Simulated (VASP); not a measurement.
Write the native input for VASP 6.6.1 that does the following.

```
Task                   : electric field gradients
Functional             : r2SCAN
Potentials or basis    : VASP PAW PBE potentials, release 64 (Y_sv, Co, B)
Cutoff                 : 520 eV
k mesh                 : 14 × 14 × 14
Occupations            : fermi-dirac, width 0.03 eV
Spin                   : no spin polarisation
Dipole correction      : no
Further INCAR settings : ALGO = Normal; EDIFF = 1e-08; NBANDS = 26
```

YCo2B2:

```
Y Co B
1.0
    -1.76718    1.76718    4.70583
     1.76718   -1.76718    4.70583
     1.76718    1.76718   -4.70583
Y Co B
1 2 2
Cartesian
  0.0000 0.0000 0.0000
  0.0000 1.7672 2.3529
  1.7672 0.0000 2.3529
  0.0000 0.0000 6.1614
  0.0000 0.0000 3.2502
```

One way to write it, as run:

POSCAR

```
YCo2B2
1.0
   -1.7671798791      1.7671798791      4.7058280961
    1.7671798791     -1.7671798791      4.7058280961
    1.7671798791      1.7671798791     -4.7058280961
Y Co B
1 2 2
Direct
    0.0000000000      0.0000000000      0.0000000000
    0.7500000000      0.2500000000      0.5000000000
    0.2500000000      0.7500000000      0.5000000000
    0.6546592900      0.6546592900      0.0000000000
    0.3453407100      0.3453407100      0.0000000000
```

INCAR.step1

```
SYSTEM = YCo2B2
ALGO = Normal
EDIFF = 1E-4
ENCUT = 520
GGA = PE
ISMEAR = -1
LASPH = .TRUE.
LCHARG = .FALSE.
LREAL = .FALSE.
LWAVE = .TRUE.
NBANDS = 26
NELM = 100
PREC = Accurate
SIGMA = 0.03
```

INCAR.step2

```
SYSTEM = YCo2B2
ALGO = Normal
EDIFF = 1E-8
ENCUT = 520
ISIF = 2
ISMEAR = -1
ISTART = 1
LASPH = .TRUE.
LCHARG = .FALSE.
LEFG = .TRUE.
LMIXTAU = .TRUE.
LREAL = .FALSE.
LWAVE = .FALSE.
METAGGA = R2SCAN
NBANDS = 26
NELM = 100
PREC = Accurate
SIGMA = 0.03
```

KPOINTS

```
k-points
0
G
  14 14 14
  0 0 0
```

Potentials or basis: VASP PAW PBE potentials, release 64 (Y_sv, Co, B).

Launch:

```sh
$ cat potpaw_PBE.64/Y_sv/POTCAR potpaw_PBE.64/Co/POTCAR potpaw_PBE.64/B/POTCAR > POTCAR
$ cp INCAR.step1 INCAR
$ mpirun -np 1 vasp_std > vasp.out
$ cp INCAR.step2 INCAR
$ mpirun -np 1 vasp_std > vasp.out
```

It gave:

- Pressure: -0.1 GPa
- Largest force: 0.003 eV/Å

Caveat: without QUAD_EFG the Cq values of the log hold for a quadrupole moment of 1 mb, not for the nuclei; the PAW data sets were made with another functional, which shifts forces and pressure a little.

It took 32 min on 1 thread of Intel(R) Xeon(R) Platinum 8559C (Emerald Rapids), on a shared host, peak memory 0.58 GiB.
